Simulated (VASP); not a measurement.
Set up this calculation in VASP 6.6.1, as the native input.

- Task: single point
- Functional: PBE
- Dispersion: D3(BJ)
- Potentials or basis: VASP PAW PBE potentials, release 64 (Ge_d, Sb, Te)
- Cutoff: 520 eV
- k mesh: 10 × 10 × 2
- Occupations: gaussian, width 0.05 eV
- Spin: no spin polarisation
- Dipole correction: no
- Further INCAR settings: ALGO = Normal; EDIFF = 1e-07; NBANDS = 44

The structure of Ge2Sb2Te5 lies in POSCAR:

```
Ge2Sb2Te5
1.0
    4.2321060000      0.0000000000      0.0000000000
   -2.1160530000      3.6651110000      0.0000000000
    0.0000000000      0.0000000000     17.4515110000
Ge Sb Te
2 2 5
Direct
    0.0000000000      0.0000000000      0.3408840000
    0.0000000000      0.0000000000      0.6591160000
    0.3333330000      0.6666670000      0.1135330000
    0.6666670000      0.3333330000      0.8864670000
    0.0000000000      0.0000000000      0.0000000000
    0.3333330000      0.6666670000      0.7875940000
    0.6666670000      0.3333330000      0.2124060000
    0.3333330000      0.6666670000      0.4228960000
    0.6666670000      0.3333330000      0.5771040000
```

The input as run:

INCAR

```
PREC = Accurate
ENCUT = 520
EDIFF = 1E-7
ISMEAR = 0
SIGMA = 0.05
LREAL = F
LASPH = T
NELM = 60
ALGO = Normal
ISIF = 2
LWAVE = F
LCHARG = T
GGA = PE
IVDW = 12
LELF = T
LVHAR = T
NBANDS = 44
```

KPOINTS

```
Automatic mesh
0
Gamma
  10 10 2
```

Potentials or basis: VASP PAW PBE potentials, release 64 (Ge_d, Sb, Te).

The run is started by

```sh
$ cat potpaw_PBE.64/Ge_d/POTCAR potpaw_PBE.64/Sb/POTCAR potpaw_PBE.64/Te/POTCAR > POTCAR
$ mpirun -np 1 vasp_std > vasp.out
```

Results of the run:

| Property | Result |
| --- | --- |
| Pressure | 0.0 GPa |
| Largest force | 0.020 eV/Å |
| Band gap on the k mesh | 0.06 eV (least direct gap 0.22 eV) |
| Dispersion energy per atom | -0.430 eV |

Caveat: spin-orbit coupling is left out, which moves the levels of the heavy elements.

Run time: 9.1 min on 1 thread of Intel(R) Xeon(R) Platinum 8259CL CPU @ 2.50GHz (Skylake/Cascade Lake) (shared host), peak memory 0.56 GiB.
